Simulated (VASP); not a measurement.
# TiCo (Pm-3m) in VASP: notebook

Runs on TiCo. Level: r2SCAN. Tasks: single point.

Everything below comes from runs of VASP 6.6.1. Logs are shortened: lines on timing, memory, paths and dates and some standing lists are left out, and cuts for length are marked.

## Step 1: The cell of the first run

The structure is cubic, space group Pm-3m (No. 221). The conventional cell has a = 2.987 Å, b = 2.987 Å, c = 2.987 Å, α = 90.00°, β = 90.00°, γ = 90.00°. Within 3.4 Å of Ti (site symmetry m-3m) lie 8 Co at 2.59 Å and 6 Ti at 2.99 Å. Within 3.4 Å of Co (site symmetry m-3m) lie 8 Ti at 2.59 Å and 6 Co at 2.99 Å.

## Step 2: Single point, r2SCAN

Input file POSCAR:

```
TiCo
1.0
    2.9874422231      0.0000000000      0.0000000000
    0.0000000000      2.9874422231      0.0000000000
    0.0000000000      0.0000000000      2.9874422231
Ti Co
1 1
Direct
    0.0000000000      0.0000000000      0.0000000000
    0.5000000000      0.5000000000      0.5000000000
```

Input file INCAR.step1:

```
  PREC = Accurate
  ENCUT = 520
  ISMEAR = 0
  SIGMA = 0.05
  LREAL = False
  LASPH = True
  NELM = 60
  NBANDS = 18
  GGA = PE
  ALGO = Normal
  EDIFF = 1E-4
  LWAVE = True
  LCHARG = False
```

Input file INCAR.step2:

```
  PREC = Accurate
  ENCUT = 520
  EDIFF = 1E-6
  ISMEAR = 0
  SIGMA = 0.05
  LREAL = False
  LASPH = True
  NELM = 60
  ALGO = Normal
  ISIF = 2
  LWAVE = False
  LCHARG = False
  METAGGA = R2SCAN
  LMIXTAU = True
  NBANDS = 18
  ISTART = 1
```

Input file KPOINTS:

```
regular mesh
0
Gamma
  16 16 16
```

Potentials or basis: VASP PAW PBE potentials, release 64 (Ti_sv, Co).

The run is started by

```console
$ cat potpaw_PBE.64/Ti_sv/POTCAR potpaw_PBE.64/Co/POTCAR > POTCAR
$ cp INCAR.step1 INCAR
$ mpirun -np 1 vasp_std > vasp.out
$ cp INCAR.step2 INCAR
$ mpirun -np 1 vasp_std > vasp.out
```

OUTCAR:

```text
PREC = Accurate
   ENCUT = 520
   EDIFF = 1E-6
   ISMEAR = 0
   LREAL = False
   LASPH = True
   NELM = 60
   ISIF = 2
   METAGGA = R2SCAN
   ISTART = 1

 ion  position               nearest neighbor table
   1  0.000  0.000  0.000-   2 2.59   2 2.59   2 2.59   2 2.59   2 2.59   2 2.59   2 2.59   2 2.59

   2  0.500  0.500  0.500-   1 2.59   1 2.59   1 2.59   1 2.59   1 2.59   1 2.59   1 2.59   1 2.59

  LATTYP: Found a simple cubic cell.
 ALAT       =     2.9874422231

  Lattice vectors:

 A1 = (   2.9874422231,   0.0000000000,   0.0000000000)
 A2 = (   0.0000000000,   2.9874422231,   0.0000000000)
 A3 = (   0.0000000000,   0.0000000000,   2.9874422231)

Analysis of symmetry for initial positions (statically):
=====================================================================
 Subroutine PRICEL returns:
 Original cell was already a primitive cell.

 Routine SETGRP: Setting up the symmetry group for a
 simple cubic supercell.

 Subroutine GETGRP returns: Found 48 space group operations
 (whereof 48 operations were pure point group operations)
 out of a pool of 48 trial point group operations.

The static configuration has the point symmetry O_h .

Analysis of symmetry for dynamics (positions and initial velocities):
=====================================================================
 Subroutine PRICEL returns:
 Original cell was already a primitive cell.

 Routine SETGRP: Setting up the symmetry group for a
 simple cubic supercell.

 Subroutine GETGRP returns: Found 48 space group operations
 (whereof 48 operations were pure point group operations)
 out of a pool of 48 trial point group operations.

The dynamic configuration has the point symmetry O_h .

 Subroutine INISYM returns: Found 48 space group operations
 (whereof 48 operations are pure point group operations),
 and found     1 'primitive' translations

----------------------------------------------------------------------------------------

                                     Primitive cell

  volume of cell :      26.6624

  direct lattice vectors                    reciprocal lattice vectors
     2.987442223  0.000000000  0.000000000     0.334734507  0.000000000  0.000000000
     0.000000000  2.987442223  0.000000000     0.000000000  0.334734507  0.000000000
     0.000000000  0.000000000  2.987442223     0.000000000  0.000000000  0.334734507

  length of vectors
     2.987442223  2.987442223  2.987442223     0.334734507  0.334734507  0.334734507

  position of ions in fractional coordinates (direct lattice)
     0.000000000  0.000000000  0.000000000
     0.500000000  0.500000000  0.500000000

  ion indices of the primitive-cell ions
   primitive index   ion index
                 1           1
                 2           2

----------------------------------------------------------------------------------------

 KPOINTS: regular mesh

Automatic generation of k-mesh.
 Grid dimensions read from file:
 generate k-points for:   16   16   16

 Generating k-lattice:

  Cartesian coordinates                     Fractional coordinates (reciprocal lattice)
     0.020920907  0.000000000  0.000000000     0.062500000  0.000000000  0.000000000
     0.000000000  0.020920907  0.000000000     0.000000000  0.062500000  0.000000000
     0.000000000  0.000000000  0.020920907     0.000000000  0.000000000  0.062500000

  Length of vectors
     0.020920907  0.020920907  0.020920907

  Shift w.r.t. Gamma in fractional coordinates (k-lattice)
     0.000000000  0.000000000  0.000000000

 Subroutine IBZKPT returns following result:
 ===========================================

 Found    165 irreducible k-points:

 Following reciprocal coordinates:
            Coordinates               Weight
  0.000000  0.000000  0.000000      1.000000
  0.062500  0.000000  0.000000      6.000000
  0.125000  0.000000  0.000000      6.000000
  0.187500  0.000000  0.000000      6.000000
  0.250000  0.000000  0.000000      6.000000
  0.312500  0.000000  0.000000      6.000000
[... 16 lines left out ...]
  0.437500  0.125000  0.000000     24.000000
  0.500000  0.125000  0.000000     12.000000
 [... further k-points ...]
   k-points           NKPTS =    165   k-points in BZ     NKDIM =    165   number of bands    NBANDS=     18
   number of dos      NEDOS =    301   number of ions     NIONS =      2
   total plane-waves  NPLWV =  13824
   dimension x,y,z NGX =    24 NGY =   24 NGZ =   24
   dimension x,y,z NGXF=    48 NGYF=   48 NGZF=   48
   ions per type =               1   1
   NGX,Y,Z   is equivalent  to a cutoff of  13.36, 13.36, 13.36 a.u.
   NGXF,Y,Z  is equivalent  to a cutoff of  26.71, 26.71, 26.71 a.u.
 SYSTEM =  unknown system
   PREC   = accura    normal or accurate (medium, high low for compatibility)
   ISTART =      1    job   : 0-new  1-cont  2-samecut
   ICHARG =      0    charge: 1-file 2-atom 10-const
   ISPIN  =      1    spin polarized calculation?
   LNONCOLLINEAR =      F non collinear calculations
   LSORBIT =      F    spin-orbit coupling
   LASPH  =      T    aspherical Exc in radial PAW
   ENCUT  =  520.0 eV  38.22 Ry    6.18 a.u.   5.55  5.55  5.55*2*pi/ulx,y,z
   NELM   =     60;   NELMIN=  2; NELMDL=  0     # of ELM steps
   EDIFF  = 0.1E-05   stopping-criterion for ELM
   LREAL  =      F    real-space projection
   EDIFFG = 0.1E-04   stopping-criterion for IOM
   NSW    =      0    number of steps for IOM
   IBRION =     -1    ionic relax: 0-MD 1-quasi-New 2-CG
   NFREE  =      0    steps in history (QN), initial steepest desc. (CG)
   ISIF   =      2    stress and relaxation
   ISYM   =      2    0-nonsym 1-usesym 2-fastsym
   POTIM  = 0.5000    time-step for ionic-motion
   TEBEG  =    0.0;   TEEND  =   0.0 temperature during run
   PSTRESS=    0.0 pullay stress
   NELECT =      21.0000    total number of electrons
   NUPDOWN=      -1.0000    fix difference up-down
   EMIN   =  10.00;   EMAX   =-10.00  energy-range for DOS
   EFERMI =   0.00;   METHOD = LEGACY
   ISMEAR =     0;   SIGMA  =   0.05  broadening in eV -4-tet -1-fermi 0-gaus
   EFERMI_NEDOS =   21; number of points for ismear=-14 and -15
   IALGO  =     38    algorithm
   IMIX   =      4    mixing-type and parameters
     AMIX     =   0.40;   BMIX     =  1.00
     AMIX_MAG =   1.60;   BMIX_MAG =  1.00
  volume/ion in A,a.u.               =      13.33        89.96
  Fermi-wavevector in a.u.,A,eV,Ry     =   1.511872  2.857024 31.099619  2.285758
  Thomas-Fermi vector in A             =   2.621872
   LORBIT       =      0    0 simple, 1 ext, 2 COOP (PROOUT), +10 PAW based schemes
   METAGGA = R2SCAN    functional components
   LHFCALC =     F    Hartree Fock is set to
   AEXX    =    0.0000 exact exchange contribution
   IVDW    =     0    specifies the selected vdW correction
   LEPSILON=     F    determine dielectric tensor
   LRPA    =     F    only Hartree local field effects (RPA)
 non-spin polarized calculation
 Gauss-broadening in eV      SIGMA  =   0.05
  energy-cutoff  :      520.00
  volume of cell :       26.66
 maximum number of plane-waves:       739
 NGX is ok and might be reduce to    24
   NGX = 11   NGY = 11   NGZ = 11

 number of electron      20.9999983 magnetization

 Free energy of the ion-electron system (eV)
  ---------------------------------------------------
  ext. energy  EPLUGINS =         0.00000000
  ---------------------------------------------------
  free energy    TOTEN  =       -26.69729963 eV

  energy without entropy =      -26.69258911  energy(sigma->0) =      -26.69494437

 E-fermi :   9.9050     XC(G=0): -13.6300

 val. band max:        9.9029231801   @ k =   0.3125   0.0625   0.0000
 cond. band min:       9.9059911476   @ k =   0.3750   0.1250   0.0625
 fundamental gap:      0.0030679674
 Fermi energy:         9.9049715980

 k-point     1 :       0.0000    0.0000    0.0000
  band No.  band energies     occupation
      1     -49.7668      2.00000
      2     -24.8093      2.00000
      3     -24.8093      2.00000
      4     -24.8093      2.00000
      5       1.7501      2.00000
      6       6.0063      2.00000
[... 10 lines left out ...]
     17      19.1903      0.00000
     18      19.1903      0.00000

 k-point     2 :       0.0625    0.0000    0.0000
  band No.  band energies     occupation
      1     -49.7655      2.00000
      2     -24.8212      2.00000
      3     -24.8084      2.00000
      4     -24.8084      2.00000
      5       1.8306      2.00000
      6       6.0416      2.00000
[... 10 lines left out ...]
     17      19.3818      0.00000
     18      19.3818      0.00000

 k-point     3 :       0.1250    0.0000    0.0000
  band No.  band energies     occupation
      1     -49.7619      2.00000
      2     -24.8552      2.00000
      3     -24.8059      2.00000
      4     -24.8059      2.00000
      5       2.0693      2.00000
      6       6.1397      2.00000
[... 10 lines left out ...]
     17      19.9163      0.00000
     18      19.9163      0.00000

 k-point     4 :       0.1875    0.0000    0.0000
  band No.  band energies     occupation
      1     -49.7566      2.00000
      2     -24.9057      2.00000
      3     -24.8021      2.00000
      4     -24.8021      2.00000
      5       2.4561      2.00000
      6       6.2773      2.00000
[... 375 lines left out ...]
      4     -24.7854      2.00000
      5       4.4956      2.00000
      6       6.5261      2.00000
[... 10 lines left out ...]
     17      21.6931      0.00000
     18      24.2570      0.00000

 k-point    23 :       0.4375    0.1250    0.0000
  band No.  band energies     occupation
      1     -49.7307      2.00000
      2     -25.0990      2.00000
      3     -24.8291      2.00000
      4     -24.7828      2.00000
      5       5.1433      2.00000
      6       6.2852      2.00000
[... 10 lines left out ...]
     17      22.4284      0.00000
     18      24.6833      0.00000

 k-point    24 :       0.5000    0.1250    0.0000
  band No.  band energies     occupation
      1     -49.7294      2.00000
      2     -25.1103      2.00000
      3     -24.8281      2.00000
      4     -24.7819      2.00000
      5       5.5713      2.00000
      6       6.0022      2.00000
[... 10 lines left out ...]
     17      22.7867      0.00000
     18      24.4669      0.00000

 [... further k-points ...]

------------------------ aborting loop because EDIFF is reached ----------------------------------------

  FORCE on cell =-STRESS in cart. coord.  units (eV):
  Direction    XX          YY          ZZ          XY          YZ          ZX
  --------------------------------------------------------------------------------------
  -------------------------------------------------------------------------------------
  Total       -1.0375774     -1.0375774     -1.0375774     -0.0000000     -0.0000000      0.0000000
  in kB      -62.3494361    -62.3494361    -62.3494361     -0.0000000     -0.0000000      0.0000000
  external PRESSURE =     -62.3494361 kB  Pullay stress =       0.0000000 kB

 VOLUME and BASIS-vectors are now :
 -----------------------------------------------------------------------------
  energy-cutoff  :      520.00
  volume of cell :       26.66
      direct lattice vectors                 reciprocal lattice vectors
     2.987442223  0.000000000  0.000000000     0.334734507  0.000000000  0.000000000
     0.000000000  2.987442223  0.000000000     0.000000000  0.334734507  0.000000000
     0.000000000  0.000000000  2.987442223     0.000000000  0.000000000  0.334734507

 POSITION                                       TOTAL-FORCE (eV/Angst)
 -----------------------------------------------------------------------------------
      0.00000      0.00000      0.00000         0.000000      0.000000      0.000000
      1.49372      1.49372      1.49372         0.000000      0.000000      0.000000
 -----------------------------------------------------------------------------------
    total drift:                                0.000000      0.000000     -0.000000

  FREE ENERGIE OF THE ION-ELECTRON SYSTEM (eV)
  ---------------------------------------------------
  free  energy   TOTEN  =       -26.6972996319 eV

  energy  without entropy=      -26.6925891095  energy(sigma->0) =      -26.69494437
```

Wall time 3 min (1 thread of Intel Xeon 8259CL, shared host); peak memory 0.21 GiB.

What came out:

| Quantity | Value |
| --- | --- |
| Free energy | -26.6973 eV |
| Pressure | -6.2 GPa |
| Band gap on the k mesh | zero (an odd number of electrons rules out a gap without spin polarisation) |

Caveat: the cell stands under tension; the PAW data sets were made with another functional, which shifts forces and pressure a little; the run has no spin polarisation, though such a crystal can be magnetic.

## Step 3: Single point, r2SCAN, collinear spin, ferromagnetic start (13.06 Å³/atom)

This run uses another cell than the first one, of 13.06 Å³/atom.

Input file POSCAR:

```
TiCo
1.0
    2.9673916712      0.0000000000      0.0000000000
    0.0000000000      2.9673916712      0.0000000000
    0.0000000000      0.0000000000      2.9673916712
Ti Co
1 1
Direct
    0.0000000000      0.0000000000      0.0000000000
    0.5000000000      0.5000000000      0.5000000000
```

Input file INCAR.step1:

```
SYSTEM = TiCo
PREC = Accurate
ENCUT = 520
ISMEAR = 0
SIGMA = 0.05
LREAL = .False.
LASPH = .True.
NELM = 150
ISPIN = 2
MAGMOM = 0 1.54
LMAXMIX = 4
NBANDS = 22
GGA = PE
ALGO = Normal
EDIFF = 1E-4
LWAVE = .True.
LCHARG = .False.
```

Input file INCAR.step2:

```
SYSTEM = TiCo
PREC = Accurate
ENCUT = 520
EDIFF = 1E-6
ISMEAR = 0
SIGMA = 0.05
LREAL = .False.
LASPH = .True.
NELM = 150
ALGO = Normal
ISIF = 2
LWAVE = .False.
LCHARG = .False.
ISPIN = 2
MAGMOM = 0 1.54
LORBIT = 11
LMAXMIX = 4
METAGGA = R2SCAN
LMIXTAU = .True.
NBANDS = 22
ISTART = 1
```

Input file KPOINTS:

```
Automatic mesh
0
Gamma
  16 16 16
  0 0 0
```

Potentials or basis: VASP PAW PBE potentials, release 64 (Ti_sv, Co).

The run is started by

```console
$ cat potpaw_PBE.64/Ti_sv/POTCAR potpaw_PBE.64/Co/POTCAR > POTCAR
$ cp INCAR.step1 INCAR
$ mpirun -np 1 vasp_std > vasp.out
$ cp INCAR.step2 INCAR
$ mpirun -np 1 vasp_std > vasp.out
```

Run time: 7 min. Hardware: 1 thread of Intel Xeon 8259CL, shared host; peak memory 0.28 GiB.

It converged, with:

```
Free energy                                           : -27.0171 eV
Pressure                                              : 3.6 GPa
Net moment                                            : 0.89 μB per cell
Site moments                                          : Ti -0.25; Co +1.33 μB
Valence electrons inside the program's atomic spheres : Ti 10.27; Co 8.36
```

Levels at points of the mesh, in eV from the Fermi level:
Spin up:
```csv
k point,band 8,band 9,band 10,band 11,band 12,band 13,band 14,band 15
"(0.00, 0.00, 0.00)",-2.40,-2.40,-2.40,0.52,0.52,2.92,2.92,2.92
"(0.50, 0.00, 0.00)",-2.55,-2.55,-2.09,-1.20,-0.40,0.82,0.82,2.53
"(0.50, 0.50, 0.00)",-3.23,-2.37,-1.28,0.64,0.64,1.28,2.59,2.59
"(0.50, 0.50, 0.50)",-2.35,-2.35,-2.18,-2.18,-2.18,3.71,3.71,7.20
```
Spin down:
| k point | band 6 | band 7 | band 8 | band 9 | band 10 | band 11 | band 12 | band 13 | band 14 | band 15 |
| --- | --- | --- | --- | --- | --- | --- | --- | --- | --- | --- |
| (0.00, 0.00, 0.00) | -3.58 | -3.58 | -1.52 | -1.52 | -1.52 | 1.54 | 1.54 | 2.92 | 2.92 | 2.92 |
| (0.50, 0.00, 0.00) | -4.33 | -1.63 | -1.63 | -1.34 | -1.08 | -0.96 | 0.68 | 0.68 | 1.40 | 2.40 |
| (0.50, 0.50, 0.00) | -4.10 | -2.56 | -2.56 | 0.25 | 0.25 | 0.92 | 1.03 | 1.27 | 2.75 | 2.75 |
| (0.50, 0.50, 0.50) | -2.65 | -2.65 | -2.42 | -2.42 | -2.42 | 0.95 | 0.96 | 3.32 | 3.32 | 7.88 |

Caveat: the cell stands under pressure; the PAW data sets were made with another functional, which shifts forces and pressure a little.

## Step 4: Single point, r2SCAN, collinear spin, ferromagnetic start (13.33 Å³/atom)

Input file POSCAR:

```
TiCo
1.0
    2.9874422231      0.0000000000      0.0000000000
    0.0000000000      2.9874422231      0.0000000000
    0.0000000000      0.0000000000      2.9874422231
Ti Co
1 1
Direct
    0.0000000000      0.0000000000      0.0000000000
    0.5000000000      0.5000000000      0.5000000000
```

INCAR.step1 is that of step 3.

INCAR.step2, as its differences from that of step 3:

```diff
@@ -3,3 +3,3 @@
 ENCUT = 520
-EDIFF = 1E-6
+EDIFF = 1E-7
 ISMEAR = 0
```

KPOINTS is that of step 3.

The run is started by

```console
$ cat potpaw_PBE.64/Ti_sv/POTCAR potpaw_PBE.64/Co/POTCAR > POTCAR
$ cp INCAR.step1 INCAR
$ mpirun -np 1 vasp_std > vasp.out
$ cp INCAR.step2 INCAR
$ mpirun -np 1 vasp_std > vasp.out
```

Run time: 7.5 min. Hardware: 1 thread of Intel Xeon 8259CL, shared host; peak memory 0.28 GiB.

The run converged. Its results:

* Free energy: -27.0237 eV
* Pressure: 0.2 GPa
* Net moment: 0.88 μB per cell
* Site moments: Ti -0.28; Co +1.37 μB
* Valence electrons inside the program's atomic spheres: Ti 10.24; Co 8.32

Levels at points of the mesh, in eV from the Fermi level:
Spin up:
```tsv
k point	band 9	band 10	band 11	band 12	band 13	band 14
(0.00, 0.00, 0.00)	-2.39	-2.39	0.52	0.52	2.85	2.85
(0.50, 0.00, 0.00)	-2.55	-2.09	-1.26	-0.34	0.82	0.82
(0.50, 0.50, 0.00)	-2.41	-1.31	0.61	0.61	1.27	2.53
(0.50, 0.50, 0.50)	-2.38	-2.11	-2.11	-2.11	3.65	3.65
```
Spin down:
```
           k point  band 8  band 9  band 10  band 11  band 12  band 13
(0.00, 0.00, 0.00)   -1.48   -1.48    -1.48     1.53     1.53     2.84
(0.50, 0.00, 0.00)   -1.59   -1.23    -1.05    -0.94     0.66     0.66
(0.50, 0.50, 0.00)   -2.49    0.20     0.20     0.96     1.05     1.23
(0.50, 0.50, 0.50)   -2.37   -2.37    -2.37     1.00     1.00     3.21
```

Caveat: the PAW data sets were made with another functional, which shifts forces and pressure a little.

## Step 5: Summary

| spin | cell | gap on the mesh (eV) | pressure (GPa) | moment (μB) |
| --- | --- | --- | --- | --- |
| off | a = 2.987 Å, 2 atoms | none | -6.2 | - |
| collinear, ferromagnetic start | a = 2.967 Å, 2 atoms | none | 3.6 | 0.89 |
| collinear, ferromagnetic start | a = 2.987 Å, 2 atoms | none | 0.2 | 0.88 |

Alike in all rows: task single point; level r2SCAN; potentials or basis VASP PAW PBE potentials, release 64 (Ti_sv, Co); k mesh 16 × 16 × 16; cutoff (eV) 520; smearing gaussian 0.05 eV.

Caveats: the PAW data sets were made with another functional, which shifts forces and pressure a little; the cell stands under tension (at least some runs); the cell stands under pressure (at least some runs).

Absolute energies hang on the potentials; compare differences alone.
